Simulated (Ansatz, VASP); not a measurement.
Two plane-wave programs on Pd

```xyz
1
Lattice="0.0000 1.9282 1.9282 1.9282 0.0000 1.9282 1.9282 1.9282 0.0000" Properties=species:S:1:pos:R:3 pbc="T T T"
Pd    0.0000    0.0000    0.0000
```

Alike in both runs: functional PBEsol; dispersion D4; k mesh 18 × 18 × 18; occupations gaussian, width 0.1 eV; no spin polarisation.

Ansatz relaxed the structure, and its values are those at the end. VASP's run is a single point on that final structure, the one shown.

|  | VASP | Ansatz |
| --- | --- | --- |
| version | VASP 6.6.1 | Ansatz 0.2.0 |
| potentials or method | VASP PAW PBE potentials, release 64 (Pd), cutoff 500 eV | scalar-relativistic, plane waves, PAW |
| valence electrons in the cell | 10 | 18 |

```tsv
	VASP	Ansatz	Ansatz less VASP
gap on the k mesh at the Fermi level (eV)	none	none	-
pressure (GPa)	-0.3	0.0	+0.29
```

VASP's potentials were made for PBE, not for PBEsol, and Ansatz warns of the same on its side. A gap of «none» marks a metal or a gap that the smearing closes. VASP's potentials hold 10 valence electrons a cell and Ansatz's 18, so a difference there can come from the potentials and not from the codes.
